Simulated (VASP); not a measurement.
## CdS (Hawleyite): single point with PBEsol

CdS (Hawleyite):

```xyz
2
Lattice="0.0000 2.8460 2.8460 2.8460 0.0000 2.8460 2.8460 2.8460 0.0000" Properties=species:S:1:pos:R:3 pbc="T T T"
Cd    0.0000    0.0000    0.0000
S     4.2690    4.2690    4.2690
```

* Program: VASP 6.6.1
* Task: single point
* Functional: PBEsol
* Potentials or basis: VASP PAW PBE potentials, release 64 (Cd, S)
* Cutoff: 520 eV
* k mesh: 8 × 8 × 8
* Occupations: fermi-dirac, width 0.05 eV
* Spin: no spin polarisation

```yaml
Pressure: 5.5 GPa
Band_gap_on_the_k_mesh: 1.16 eV, direct
```

Levels at points of the mesh, in eV from the valence-band top:
| k point | band 5 | band 6 | band 7 | band 8 | band 9 | band 10 | band 11 | band 12 | band 13 | band 14 |
| --- | --- | --- | --- | --- | --- | --- | --- | --- | --- | --- |
| (0.00, 0.00, 0.00) | -7.45 | -7.45 | 0.00 | 0.00 | 0.00 | 1.16 | 6.41 | 6.41 | 6.41 | 11.55 |
| (0.50, 0.00, 0.00) | -7.40 | -7.00 | -4.96 | -0.88 | -0.88 | 2.98 | 6.90 | 6.90 | 7.53 | 11.11 |
| (0.50, 0.50, 0.00) | -7.33 | -6.93 | -4.35 | -2.19 | -2.19 | 3.25 | 4.31 | 9.41 | 11.11 | 11.11 |

Run time: 21 s on 1 thread of Intel(R) Xeon(R) Platinum 8488C (Sapphire Rapids), with other jobs on the host, peak memory 0.17 GiB.

Caveat: the PAW data sets were made with another functional, which shifts forces and pressure a little. PBEsol gaps usually lie below the measured ones, often by a third to a half.
